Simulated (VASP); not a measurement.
Here is a VASP 6.6.1 calculation.

File INCAR:

```
SYSTEM = NaSe
  ALGO = Normal
  EDIFF = 1E-6
  ENCUT = 520
  GGA = PS
  ISIF = 2
  ISMEAR = -1
  LASPH = .True.
  LCHARG = .False.
  LREAL = .False.
  LWAVE = .False.
  NBANDS = 14
  NELM = 80
  PREC = Accurate
  SIGMA = 0.01
```

Contents of KPOINTS:

```
k-points
0
Gamma
  7 7 7
  0 0 0
```

File POSCAR:

```
NaSe
1.0
    0.0000000000      3.0423395754      3.0423395754
    3.0423395754      0.0000000000      3.0423395754
    3.0423395754      3.0423395754      0.0000000000
Na Se
1 1
Direct
    0.0000000000      0.0000000000      0.0000000000
    0.5000000000      0.5000000000      0.5000000000
```

Potentials or basis: VASP PAW PBE potentials, release 64 (Na_pv, Se).

Launch:

```sh
$ cat potpaw_PBE.64/Na_pv/POTCAR potpaw_PBE.64/Se/POTCAR > POTCAR
$ mpirun -np 1 vasp_std > vasp.out
```

Estimate the pressure.

-2.5 GPa.

Caveat: the PAW data sets were made with another functional, which shifts forces and pressure a little.
